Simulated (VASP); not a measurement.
Here is a VASP 6.6.1 calculation.

The input INCAR:

```
SYSTEM = TiO2
ALGO     = Normal         ! electronic algorithm
EDIFF    = 1E-7           ! SCF threshold, eV
ENCUT    = 520            ! plane-wave cutoff, eV
ISIF     = 2              ! what is computed and relaxed
ISMEAR   = -1             ! smearing method
LASPH    = .True.         ! aspherical terms in the spheres
LCHARG   = .True.         ! write CHGCAR
LELF     = .True.         ! ELF
LREAL    = .False.        ! projectors in reciprocal space
LVHAR    = .True.       
LWAVE    = .False.        ! write WAVECAR
NBANDS   = 33             ! bands
NELM     = 80             ! most SCF steps
PREC     = Accurate       ! precision mode
SIGMA    = 0.05           ! smearing width, eV
```

KPOINTS

```
k-points
0
Gamma
  7 7 10
  0 0 0
```

File POSCAR:

```
TiO2
1.0
    4.5940000000      0.0689100000      0.0689100000
    0.0689100000      4.5940000000      0.0689100000
    0.0443850000      0.0443850000      2.9590000000
Ti O
2 4
Direct
    0.0000000000      0.0000000000      0.0000000000
    0.5000000000      0.5000000000      0.5000000000
    0.3060000000      0.3060000000      0.0000000000
    0.1940000000      0.8060000000      0.5000000000
    0.6940000000      0.6940000000      0.0000000000
    0.8060000000      0.1940000000      0.5000000000
```

Potentials or basis: VASP PAW LDA potentials, release 64 (Ti_sv, O).

Run with:

```bash
$ cat potpaw_LDA.64/Ti_sv/POTCAR potpaw_LDA.64/O/POTCAR > POTCAR
$ mpirun -np 1 vasp_std > vasp.out
```

Task: What does it give for the pressure?

Result: -6.1 GPa.

Task: What does it give for the band gap on the k mesh?

Result: 1.83 eV.

Task: Estimate the largest force.

Result: 0.342 eV/Å.

Stress tensor (GPa, compression positive):
```
-5.19 -6.40 -4.18
-6.40 -5.19 -4.18
-4.18 -4.18 -7.89
```

Caveat: the cell differs from its parent crystal (equal xy, yz and zx shear strains of +3 %); the cell stands under tension. A k mesh can miss the band edges.
